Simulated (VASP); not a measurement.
# BeS (F-43m) in VASP: dielectric tensor with PBE

Aim: the dielectric tensor of BeS with PBE.

Program: VASP 6.6.1. These are calculated values, not measurements. Logs are shortened: lines on timing, memory, paths and dates and some standing lists are left out, and cuts for length are marked.

## 1. The cell of the first run

It takes space group F-43m (No. 216, cubic). The conventional cell has a = 4.869 Å, b = 4.869 Å, c = 4.869 Å, α = 90.00°, β = 90.00°, γ = 90.00°. Be (site symmetry -43m) has 4 S at 2.11 Å within 2.8 Å. S (site symmetry -43m) has 4 Be at 2.11 Å within 2.8 Å.

## 2. Dielectric tensor, PBE

File INCAR:

```
SYSTEM = BeS
PREC     = Accurate       ! precision mode
ENCUT    = 520            ! plane-wave cutoff, eV
EDIFF    = 1E-8           ! SCF threshold, eV
ISMEAR   = 0              ! smearing method
SIGMA    = 0.01           ! smearing width, eV
LREAL    = .FALSE.        ! projectors in reciprocal space
LASPH    = .TRUE.         ! aspherical terms in the spheres
NELM     = 100            ! most SCF steps
ALGO     = Normal         ! electronic algorithm
ISIF     = 2              ! what is computed and relaxed
LWAVE    = .FALSE.        ! write WAVECAR
LCHARG   = .FALSE.        ! write CHGCAR
GGA      = PE             ! functional
LEPSILON = .TRUE.         ! dielectric tensor by DFPT
```

File KPOINTS:

```
Automatic mesh
0
G
  8 8 8
  0 0 0
```

File POSCAR:

```
BeS
1.0
    0.0000000000      2.4343066148      2.4343066148
    2.4343066148      0.0000000000      2.4343066148
    2.4343066148      2.4343066148      0.0000000000
Be S
1 1
Direct
    0.0000000000      0.0000000000      0.0000000000
    0.2500000000      0.2500000000      0.2500000000
```

Potentials or basis: VASP PAW PBE potentials, release 64 (Be, S).

Started as:

```bash
$ cat potpaw_PBE.64/Be/POTCAR potpaw_PBE.64/S/POTCAR > POTCAR
$ mpirun -np 1 vasp_std > vasp.out
```

OUTCAR:

```text
SYSTEM = BeS
   PREC = Accurate
   ENCUT = 520
   EDIFF = 1E-8
   ISMEAR = 0
   LREAL = .FALSE.
   LASPH = .TRUE.
   NELM = 100
   ISIF = 2
   GGA = PE
   LEPSILON = .TRUE.

 ion  position               nearest neighbor table
   1  0.000  0.000  0.000-   2 2.11   2 2.11   2 2.11   2 2.11
   2  0.250  0.250  0.250-   1 2.11   1 2.11   1 2.11   1 2.11

  LATTYP: Found a face centered cubic cell.
 ALAT       =     4.8686132296

  Lattice vectors:

 A1 = (   0.0000000000,   2.4343066148,   2.4343066148)
 A2 = (   2.4343066148,   0.0000000000,   2.4343066148)
 A3 = (   2.4343066148,   2.4343066148,   0.0000000000)

Analysis of symmetry for initial positions (statically):
=====================================================================
 Subroutine PRICEL returns:
 Original cell was already a primitive cell.

 Routine SETGRP: Setting up the symmetry group for a
 face centered cubic supercell.

 Subroutine GETGRP returns: Found 24 space group operations
 (whereof 24 operations were pure point group operations)
 out of a pool of 48 trial point group operations.

The static configuration has the point symmetry T_d .

Analysis of symmetry for dynamics (positions and initial velocities):
=====================================================================
 Subroutine PRICEL returns:
 Original cell was already a primitive cell.

 Routine SETGRP: Setting up the symmetry group for a
 face centered cubic supercell.

 Subroutine GETGRP returns: Found 24 space group operations
 (whereof 24 operations were pure point group operations)
 out of a pool of 48 trial point group operations.

The dynamic configuration has the point symmetry T_d .

 Subroutine INISYM returns: Found 24 space group operations
 (whereof 24 operations are pure point group operations),
 and found     1 'primitive' translations

----------------------------------------------------------------------------------------

                                     Primitive cell

  volume of cell :      28.8507

  direct lattice vectors                    reciprocal lattice vectors
     0.000000000  2.434306615  2.434306615    -0.205397298  0.205397298  0.205397298
     2.434306615  0.000000000  2.434306615     0.205397298 -0.205397298  0.205397298
     2.434306615  2.434306615  0.000000000     0.205397298  0.205397298 -0.205397298

  length of vectors
     3.442629430  3.442629430  3.442629430     0.355758555  0.355758555  0.355758555

  position of ions in fractional coordinates (direct lattice)
     0.000000000  0.000000000  0.000000000
     0.250000000  0.250000000  0.250000000

  ion indices of the primitive-cell ions
   primitive index   ion index
                 1           1
                 2           2

----------------------------------------------------------------------------------------

 KPOINTS: Automatic mesh

Automatic generation of k-mesh.
 Grid dimensions read from file:
 generate k-points for:    8    8    8

 Generating k-lattice:

  Cartesian coordinates                     Fractional coordinates (reciprocal lattice)
    -0.025674662  0.025674662  0.025674662     0.125000000  0.000000000  0.000000000
     0.025674662 -0.025674662  0.025674662     0.000000000  0.125000000  0.000000000
[... 77 lines left out ...]
     AMIX     =   0.40;   BMIX     =  1.00
     AMIX_MAG =   1.60;   BMIX_MAG =  1.00
  volume/ion in A,a.u.               =      14.43        97.35
  Fermi-wavevector in a.u.,A,eV,Ry     =   1.067545  2.017368 15.505913  1.139652
  Thomas-Fermi vector in A             =   2.203165
   LORBIT       =      0    0 simple, 1 ext, 2 COOP (PROOUT), +10 PAW based schemes
   GGA     = PE    functional components
   LHFCALC =     F    Hartree Fock is set to
   AEXX    =    0.0000 exact exchange contribution
   IVDW    =     0    specifies the selected vdW correction
   LEPSILON=     T    determine dielectric tensor
   LRPA    =     F    only Hartree local field effects (RPA)
 non-spin polarized calculation
 Gauss-broadening in eV      SIGMA  =   0.01
  energy-cutoff  :      520.00
  volume of cell :       28.85
 maximum number of plane-waves:       791
 NGX is ok and might be reduce to    28
   NGX = 13   NGY = 13   NGZ = 13

--------------------------------------- Ionic step        1  -------------------------------------------

 number of electron       7.9999999 magnetization

 E-fermi :   4.1001     XC(G=0):  -9.6832

 val. band max:        4.0567607250   @ k =   0.0000   0.0000   0.0000
 cond. band min:       7.1930571550   @ k =   0.5000   0.5000   0.0000
 fundamental gap:      3.1362964300
 Fermi energy:         4.1000665835

 k-point     1 :       0.0000    0.0000    0.0000
  band No.  band energies     occupation
      1      -9.5593      2.00000
      2       4.0568      2.00000
      3       4.0568      2.00000
      4       4.0568      2.00000
      5       9.7309      0.00000
      6       9.7309      0.00000
      7       9.7309      0.00000
      8       9.8457      0.00000
[... 243 lines left out ...]
 k-point    24 :      -0.3750    0.2500    0.1250
  band No.  band energies     occupation
      1      -7.7103      2.00000
      2      -1.1291      2.00000
      3       1.3174      2.00000
      4       2.2485      2.00000
      5      10.1615      0.00000
      6      10.6187      0.00000
      7      13.1414      0.00000
      8      14.5229      0.00000

 [... further k-points ...]

  FORCE on cell =-STRESS in cart. coord.  units (eV):
  Direction    XX          YY          ZZ          XY          YZ          ZX
  --------------------------------------------------------------------------------------
  -------------------------------------------------------------------------------------
  Total        0.0799879      0.0799879      0.0799879      0.0000000      0.0000000     -0.0000000
  in kB        4.4420046      4.4420046      4.4420046      0.0000000      0.0000000     -0.0000000
  external PRESSURE =       4.4420046 kB  Pullay stress =       0.0000000 kB

 VOLUME and BASIS-vectors are now :
 -----------------------------------------------------------------------------
  energy-cutoff  :      520.00
  volume of cell :       28.85
      direct lattice vectors                 reciprocal lattice vectors
     0.000000000  2.434306615  2.434306615    -0.205397298  0.205397298  0.205397298
     2.434306615  0.000000000  2.434306615     0.205397298 -0.205397298  0.205397298
     2.434306615  2.434306615  0.000000000     0.205397298  0.205397298 -0.205397298

 POSITION                                       TOTAL-FORCE (eV/Angst)
 -----------------------------------------------------------------------------------
      0.00000      0.00000      0.00000        -0.000000     -0.000000     -0.000000
      1.21715      1.21715      1.21715         0.000000      0.000000      0.000000
 -----------------------------------------------------------------------------------
    total drift:                               -0.000000     -0.000000      0.000000

  FREE ENERGIE OF THE ION-ELECTRON SYSTEM (eV)
  ---------------------------------------------------
  free  energy   TOTEN  =       -10.0131208072 eV

  energy  without entropy=      -10.0131208072  energy(sigma->0) =      -10.01312081

 HEAD OF MICROSCOPIC STATIC DIELECTRIC TENSOR (INDEPENDENT PARTICLE, excluding Hartree and local field effects)
 ------------------------------------------------------
           5.760360     0.000000     0.000000
           0.000000     5.760360     0.000000
           0.000000     0.000000     5.760360
 ------------------------------------------------------

 Free energy of the ion-electron system (eV)
  ---------------------------------------------------
  ---------------------------------------------------
  free energy    TOTEN  =        -0.37810905 eV

  energy without entropy =       -0.37810905

------------------------ aborting loop because EDIFF is reached ----------------------------------------

--------------------------------------- Ionic step        2  -------------------------------------------

------------------------ aborting loop because EDIFF is reached ----------------------------------------

--------------------------------------- Ionic step        3  -------------------------------------------

 Free energy of the ion-electron system (eV)
  ---------------------------------------------------
  ---------------------------------------------------
  free energy    TOTEN  =        -0.37810885 eV

  energy without entropy =       -0.37810885

------------------------ aborting loop because EDIFF is reached ----------------------------------------

 PIEZOELECTRIC TENSOR FIELD DIRECTION 3  (e Angst)
 -----------------------------------------------------------------------------
    -0.00055 -1.15963  0.00000           (  0.00000  0.03554  0.00000)
    -1.15963 -0.00055  0.00000           (  0.03554  0.00000  0.00000)
     0.00000  0.00000 -0.00011           (  0.00000  0.00000  0.00000)

 PIEZOELECTRIC TENSOR FIELD DIRECTION 3  (C/m^2)
 -----------------------------------------------------------------------------
    -0.00031 -0.64398  0.00000
    -0.64398 -0.00031  0.00000
     0.00000  0.00000 -0.00006

 MACROSCOPIC STATIC DIELECTRIC TENSOR (including local field effects in DFT)
 ------------------------------------------------------
           5.292341     0.000000     0.000000
          -0.000000     5.292341    -0.000000
           0.000000     0.000000     5.292341
 ------------------------------------------------------

 PIEZOELECTRIC TENSOR (including local field effects)  for field in x, y, z        (e  Angst)
          XX          YY          ZZ          XY          YZ          ZX
  --------------------------------------------------------------------------------
  x     0.00000    -0.00000    -0.00000     0.00000    -1.16145     0.00000
  y     0.00000     0.00000     0.00000     0.00000    -0.00000    -1.16145
  z    -0.00000    -0.00000     0.00000    -1.16145     0.00000     0.00000

 PIEZOELECTRIC TENSOR (including local field effects)  for field in x, y, z        (C/m^2)
          XX          YY          ZZ          XY          YZ          ZX
  --------------------------------------------------------------------------------
  x     0.00000    -0.00000    -0.00000     0.00000    -0.64499     0.00000
  y     0.00000     0.00000     0.00000     0.00000    -0.00000    -0.64499
  z    -0.00000    -0.00000     0.00000    -0.64499     0.00000     0.00000

 BORN EFFECTIVE CHARGES (including local field effects) (in |e|, cummulative output)
 ---------------------------------------------------------------------------------
 ion    1
    1     1.62550     0.00000     0.00000
    2    -0.00000     1.62550     0.00000
    3     0.00000     0.00000     1.62550
 ion    2
    1    -1.62550    -0.00000     0.00000
    2     0.00000    -1.62550     0.00000
    3     0.00000     0.00000    -1.62550
```

Wall time 3.5 min (1 thread of Intel Xeon 8259CL, shared host); peak memory 0.2 GiB.

What came out:

```yaml
Band_gap_on_the_k_mesh: 3.14 eV, indirect (least direct gap 5.67 eV)
Electronic_dielectric_tensor_diagonal: 5.29
Born_charges_mean_of_the_diagonal: Be +1.63; S -1.63 e
```

Electronic dielectric tensor:
```
5.29 0.00 0.00
0.00 5.29 0.00
0.00 0.00 5.29
```

Born effective charge tensors (e):
atom 1, Be
```
1.63 0.00 0.00
0.00 1.63 0.00
0.00 0.00 1.63
```
atom 2, S
```
-1.63  0.00  0.00
 0.00 -1.63  0.00
 0.00  0.00 -1.63
```

A k mesh can miss the band edges. As with any semilocal functional, this PBE gap is likely too small.
